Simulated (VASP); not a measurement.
# Al2Cu: single point with PBEsol

Al2Cu:

```
Al Cu
1.0
     4.08421    0.00000    0.00000
     0.00000    4.08421    0.00000
     0.00000    0.00000    2.84589
Al Cu
2 1
Direct
  0.50000 0.00000 0.50000
  0.00000 0.50000 0.50000
  0.00000 0.00000 0.00000
```

```
Program                : VASP 6.6.1
Task                   : single point
Functional             : PBEsol
Potentials or basis    : VASP PAW PBE potentials, release 64 (Al, Cu)
Cutoff                 : 520 eV
k mesh                 : 10 × 10 × 14
Occupations            : gaussian, width 0.15 eV
Spin                   : no spin polarisation
Dipole correction      : no
Further INCAR settings : ALGO = Fast; EDIFF = 1e-06; NBANDS = 16
```

```
Pressure : 0.2 GPa
```

Levels at points of the mesh, in eV from the Fermi level:
| k point | band 7 | band 8 | band 9 | band 10 | band 11 | band 12 |
| --- | --- | --- | --- | --- | --- | --- |
| (0.00, 0.00, 0.00) | -2.46 | -2.46 | -0.08 | 0.83 | 6.18 | 6.18 |
| (0.50, 0.00, 0.00) | -4.11 | -1.14 | 1.55 | 1.69 | 1.92 | 7.73 |
| (0.50, 0.50, 0.00) | -4.14 | -4.14 | -2.47 | 8.58 | 8.58 | 9.62 |
| (0.00, 0.00, 0.50) | -3.01 | 2.52 | 2.64 | 2.64 | 2.73 | 2.73 |
| (0.50, 0.00, 0.50) | -3.12 | -2.46 | -1.64 | 3.75 | 3.98 | 4.49 |
| (0.50, 0.50, 0.50) | -2.31 | -2.31 | -0.84 | -0.83 | 0.05 | 0.05 |

It took 120 s on 1 thread of Intel(R) Xeon(R) Platinum 8259CL CPU @ 2.50GHz (Skylake/Cascade Lake) (shared host), peak memory 0.24 GiB.

Caveat: the PAW data sets were made with another functional, which shifts forces and pressure a little.
